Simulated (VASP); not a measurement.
# ZnS in VASP: further runs

The runs below take ZnS through single point, with PBE.

Program: VASP 6.6.1. These are calculated values, not measurements. Logs are shortened: lines on timing, memory, paths and dates and some standing lists are left out, and cuts for length are marked.

### Step 1. The cell of the first run

The cell holds a sheet with vacuum, 2 atoms: a = 4.978 Å, b = 4.000 Å, c = 26.505 Å, α = 90.00°, β = 90.00°, γ = 90.00°.

### Step 2. Single point, PBE

Contents of INCAR:

```
  PREC = Accurate
  ENCUT = 520
  EDIFF = 1E-6
  ISMEAR = 0
  SIGMA = 0.02
  LREAL = F
  LASPH = T
  NELM = 80
  ALGO = Normal
  ISIF = 2
  LWAVE = F
  LCHARG = T
  LDIPOL = T
  IDIPOL = 3
  DIPOL = 0.5 0.5 0.302
  GGA = PE
  LELF = T
  LVHAR = T
  LVACPOTAV = T
  NBANDS = 16
```

Contents of KPOINTS:

```
Automatic mesh
0
Gamma
  6 8 1
```

Contents of POSCAR:

```
ZnS
1.0
    4.9784965627      0.0000000000      0.0000000000
    0.0000000000      3.9995748568      0.0000000000
    0.0000000000      0.0000000000     26.5046502400
Zn S
1 1
Direct
    0.0000000000      0.5000000000      0.2878697554
    0.0000000000      0.0000000000      0.3157978974
```

Potentials or basis: VASP PAW PBE potentials, release 64 (Zn, S).

On the command line:

```bash
> cat potpaw_PBE.64/Zn/POTCAR potpaw_PBE.64/S/POTCAR > POTCAR
> mpirun -np 1 vasp_std > vasp.out
```

OUTCAR:

```text
PREC = Accurate
   ENCUT = 520
   EDIFF = 1E-6
   ISMEAR = 0
   LREAL = F
   LASPH = T
   NELM = 80
   ISIF = 2
   GGA = PE

 ion  position               nearest neighbor table
   1  0.000  0.500  0.288-   2 2.13   2 2.13
   2  0.000  0.000  0.316-   1 2.13   1 2.13

  LATTYP: Found a simple orthorhombic cell.
 ALAT       =     3.9995748568
 B/A-ratio  =     1.2447564406
 C/A-ratio  =     6.6268669019

  Lattice vectors:

 A1 = (   0.0000000000,  -3.9995748568,   0.0000000000)
 A2 = (   4.9784965627,   0.0000000000,   0.0000000000)
 A3 = (   0.0000000000,   0.0000000000,  26.5046502400)

Analysis of symmetry for initial positions (statically):
=====================================================================
 Subroutine PRICEL returns:
 Original cell was already a primitive cell.

 Routine SETGRP: Setting up the symmetry group for a
 simple orthorhombic supercell.

 Subroutine GETGRP returns: Found  4 space group operations
 (whereof  4 operations were pure point group operations)
 out of a pool of  8 trial point group operations.

The static configuration has the point symmetry C_2v.

Analysis of symmetry for dynamics (positions and initial velocities):
=====================================================================
 Subroutine PRICEL returns:
 Original cell was already a primitive cell.

 Routine SETGRP: Setting up the symmetry group for a
 simple orthorhombic supercell.

 Subroutine GETGRP returns: Found  4 space group operations
 (whereof  4 operations were pure point group operations)
 out of a pool of  8 trial point group operations.

The dynamic configuration has the point symmetry C_2v.

 Subroutine INISYM returns: Found  4 space group operations
 (whereof  4 operations are pure point group operations),
 and found     1 'primitive' translations

----------------------------------------------------------------------------------------

                                     Primitive cell

  volume of cell :     527.7571

  direct lattice vectors                    reciprocal lattice vectors
     4.978496563  0.000000000  0.000000000     0.200863853  0.000000000  0.000000000
     0.000000000  3.999574857  0.000000000     0.000000000  0.250026574  0.000000000
     0.000000000  0.000000000 26.504650240     0.000000000  0.000000000  0.037729228

  length of vectors
     4.978496563  3.999574857 26.504650240     0.200863853  0.250026574  0.037729228

  position of ions in fractional coordinates (direct lattice)
     0.000000000  0.500000000  0.287869755
     0.000000000  0.000000000  0.315797897

  ion indices of the primitive-cell ions
   primitive index   ion index
                 1           1
                 2           2

----------------------------------------------------------------------------------------

 KPOINTS: Automatic mesh

Automatic generation of k-mesh.
 Grid dimensions read from file:
 generate k-points for:    6    8    1

 Generating k-lattice:

  Cartesian coordinates                     Fractional coordinates (reciprocal lattice)
     0.033477309  0.000000000  0.000000000     0.166666667  0.000000000  0.000000000
     0.000000000  0.031253322  0.000000000     0.000000000  0.125000000  0.000000000
     0.000000000  0.000000000  0.037729228     0.000000000  0.000000000  1.000000000

  Length of vectors
     0.033477309  0.031253322  0.037729228

  Shift w.r.t. Gamma in fractional coordinates (k-lattice)
     0.000000000  0.000000000  0.000000000

 Subroutine IBZKPT returns following result:
 ===========================================

 Found     20 irreducible k-points:

 Following reciprocal coordinates:
            Coordinates               Weight
  0.000000  0.000000  0.000000      1.000000
  0.166667  0.000000  0.000000      2.000000
  0.333333  0.000000  0.000000      2.000000
  0.500000  0.000000  0.000000      1.000000
  0.000000  0.125000  0.000000      2.000000
  0.166667  0.125000  0.000000      4.000000
[... 12 lines left out ...]
  0.333333  0.500000  0.000000      2.000000
  0.500000  0.500000  0.000000      1.000000
   k-points           NKPTS =     20   k-points in BZ     NKDIM =     20   number of bands    NBANDS=     16
   number of dos      NEDOS =    301   number of ions     NIONS =      2
   total plane-waves  NPLWV = 240000
   dimension x,y,z NGX =    40 NGY =   30 NGZ =  200
   dimension x,y,z NGXF=    80 NGYF=   60 NGZF=  400
   ions per type =               1   1
   NGX,Y,Z   is equivalent  to a cutoff of  13.36, 12.47, 12.54 a.u.
   NGXF,Y,Z  is equivalent  to a cutoff of  26.71, 24.94, 25.09 a.u.
 SYSTEM =  unknown system
   PREC   = accura    normal or accurate (medium, high low for compatibility)
   ISTART =      0    job   : 0-new  1-cont  2-samecut
   ICHARG =      2    charge: 1-file 2-atom 10-const
   ISPIN  =      1    spin polarized calculation?
   LNONCOLLINEAR =      F non collinear calculations
   LSORBIT =      F    spin-orbit coupling
   LASPH  =      T    aspherical Exc in radial PAW
   ENCUT  =  520.0 eV  38.22 Ry    6.18 a.u.   9.26  7.44 49.28*2*pi/ulx,y,z
   NELM   =     80;   NELMIN=  2; NELMDL= -5     # of ELM steps
   EDIFF  = 0.1E-05   stopping-criterion for ELM
   LREAL  =      F    real-space projection
   EDIFFG = 0.1E-04   stopping-criterion for IOM
   NSW    =      0    number of steps for IOM
   IBRION =     -1    ionic relax: 0-MD 1-quasi-New 2-CG
   NFREE  =      0    steps in history (QN), initial steepest desc. (CG)
   ISIF   =      2    stress and relaxation
   ISYM   =      2    0-nonsym 1-usesym 2-fastsym
   POTIM  = 0.5000    time-step for ionic-motion
   TEBEG  =    0.0;   TEEND  =   0.0 temperature during run
   PSTRESS=    0.0 pullay stress
   NELECT =      18.0000    total number of electrons
   NUPDOWN=      -1.0000    fix difference up-down
   EMIN   =  10.00;   EMAX   =-10.00  energy-range for DOS
   EFERMI =   0.00;   METHOD = LEGACY
   ISMEAR =     0;   SIGMA  =   0.02  broadening in eV -4-tet -1-fermi 0-gaus
   EFERMI_NEDOS =   21; number of points for ismear=-14 and -15
   IALGO  =     38    algorithm
   IMIX   =      4    mixing-type and parameters
     AMIX     =   0.40;   BMIX     =  1.00
     AMIX_MAG =   1.60;   BMIX_MAG =  1.00
  volume/ion in A,a.u.               =     263.88      1780.74
  Fermi-wavevector in a.u.,A,eV,Ry     =   0.530910  1.003275  3.835013  0.281865
  Thomas-Fermi vector in A             =   1.553690
   LORBIT       =      0    0 simple, 1 ext, 2 COOP (PROOUT), +10 PAW based schemes
   GGA     = PE    functional components
   LHFCALC =     F    Hartree Fock is set to
   AEXX    =    0.0000 exact exchange contribution
   IVDW    =     0    specifies the selected vdW correction
   LEPSILON=     F    determine dielectric tensor
   LRPA    =     F    only Hartree local field effects (RPA)
 non-spin polarized calculation
 Gauss-broadening in eV      SIGMA  =   0.02
  energy-cutoff  :      520.00
  volume of cell :      527.76
 maximum number of plane-waves:     14268
 NGX is ok and might be reduce to    40
   NGX = 19   NGY = 15   NGZ = 99

 dipolmoment           0.000000      0.000000     -0.000006 electrons x Angstroem

 number of electron      18.0000024 magnetization

 dipolmoment           0.000000      0.000000      0.192464 electrons x Angstroem

 Free energy of the ion-electron system (eV)
  ---------------------------------------------------
  ext. energy  EPLUGINS =         0.00000000
  ---------------------------------------------------
  free energy    TOTEN  =        -5.29285201 eV

  energy without entropy =       -5.29285201  energy(sigma->0) =       -5.29285201

 E-fermi :  -4.8784     XC(G=0):  -1.2735

 val. band max:       -5.0198557107   @ k =   0.0000   0.5000   0.0000
 cond. band min:      -2.9008375911   @ k =   0.0000   0.0000   0.0000
 fundamental gap:      2.1190181196
 Fermi energy:        -4.8784174343

 k-point     1 :       0.0000    0.0000    0.0000
  band No.  band energies     occupation
      1     -16.9717      2.00000
      2     -11.8806      2.00000
      3     -11.5027      2.00000
      4     -11.4584      2.00000
      5     -11.4322      2.00000
      6     -11.2483      2.00000
[... 8 lines left out ...]
     15       1.4008      0.00000
     16       1.5489      0.00000

 k-point     2 :       0.1667    0.0000    0.0000
  band No.  band energies     occupation
      1     -16.9676      2.00000
      2     -11.8805      2.00000
      3     -11.5022      2.00000
      4     -11.4592      2.00000
      5     -11.4327      2.00000
      6     -11.2433      2.00000
[... 8 lines left out ...]
     15       1.1685      0.00000
     16       1.5583      0.00000

 k-point     3 :       0.3333    0.0000    0.0000
  band No.  band energies     occupation
      1     -16.9595      2.00000
      2     -11.8802      2.00000
      3     -11.5014      2.00000
      4     -11.4608      2.00000
      5     -11.4336      2.00000
      6     -11.2330      2.00000
[... 8 lines left out ...]
     15       1.5606      0.00000
     16       1.9886      0.00000

 k-point     4 :       0.5000    0.0000    0.0000
  band No.  band energies     occupation
      1     -16.9554      2.00000
      2     -11.8800      2.00000
      3     -11.5009      2.00000
      4     -11.4616      2.00000
      5     -11.4341      2.00000
      6     -11.2278      2.00000
[... 8 lines left out ...]
     15       1.7574      0.00000
     16       1.8915      0.00000
[... 248 lines left out ...]
 k-point    18 :       0.1667    0.5000    0.0000
  band No.  band energies     occupation
      1     -16.3776      2.00000
      2     -12.1759      2.00000
      3     -11.5572      2.00000
      4     -11.4605      2.00000
      5     -11.4452      2.00000
      6     -11.3728      2.00000
[... 8 lines left out ...]
     15       2.5591      0.00000
     16       2.7706      0.00000

 k-point    19 :       0.3333    0.5000    0.0000
  band No.  band energies     occupation
      1     -16.3705      2.00000
      2     -12.1753      2.00000
      3     -11.5613      2.00000
      4     -11.4588      2.00000
      5     -11.4463      2.00000
      6     -11.3714      2.00000
[... 8 lines left out ...]
     15       3.0622      0.00000
     16       3.1586      0.00000

 k-point    20 :       0.5000    0.5000    0.0000
  band No.  band energies     occupation
      1     -16.3670      2.00000
      2     -12.1750      2.00000
      3     -11.5633      2.00000
      4     -11.4580      2.00000
      5     -11.4468      2.00000
      6     -11.3707      2.00000
[... 8 lines left out ...]
     15       3.2431      0.00000
     16       3.7079      0.00000

------------------------ aborting loop because EDIFF is reached ----------------------------------------

  FORCE on cell =-STRESS in cart. coord.  units (eV):
  Direction    XX          YY          ZZ          XY          YZ          ZX
  --------------------------------------------------------------------------------------
  -------------------------------------------------------------------------------------
  Total        0.0714033      0.0307594      0.0117256      0.0000000      0.0000000      0.0000000
  in kB        0.2167678      0.0933800      0.0355968      0.0000000      0.0000000      0.0000000
  external PRESSURE =       0.1152482 kB  Pullay stress =       0.0000000 kB

 VOLUME and BASIS-vectors are now :
 -----------------------------------------------------------------------------
  energy-cutoff  :      520.00
  volume of cell :      527.76
      direct lattice vectors                 reciprocal lattice vectors
     4.978496563  0.000000000  0.000000000     0.200863853  0.000000000  0.000000000
     0.000000000  3.999574857  0.000000000     0.000000000  0.250026574  0.000000000
     0.000000000  0.000000000 26.504650240     0.000000000  0.000000000  0.037729228

 POSITION                                       TOTAL-FORCE (eV/Angst)
 -----------------------------------------------------------------------------------
      0.00000      1.99979      7.62989         0.000000      0.000000     -0.017343
      0.00000      0.00000      8.37011         0.000000      0.000000      0.017343
 -----------------------------------------------------------------------------------
    total drift:                               -0.000000      0.000000     -0.001025

  FREE ENERGIE OF THE ION-ELECTRON SYSTEM (eV)
  ---------------------------------------------------
  free  energy   TOTEN  =        -5.2928520117 eV

  energy  without entropy=       -5.2928520117  energy(sigma->0) =       -5.29285201

 vacuum level on the upper side and lower side of the slab         1.431        -0.319
```

It took 2.1 min on 1 thread of AMD EPYC 9R45 (Zen 5), shared host; peak memory 0.58 GiB.

Results:

| Quantity | Value |
| --- | --- |
| Free energy | -5.2929 eV |
| Largest force | 0.017 eV/Å |
| Band gap on the k mesh | 2.12 eV, indirect (least direct gap 2.53 eV) |

Forces on the atoms (eV/Å):
```
Zn   0.000  0.000 -0.017
S    0.000  0.000  0.017
```

(Continued in part 2 of 2.)
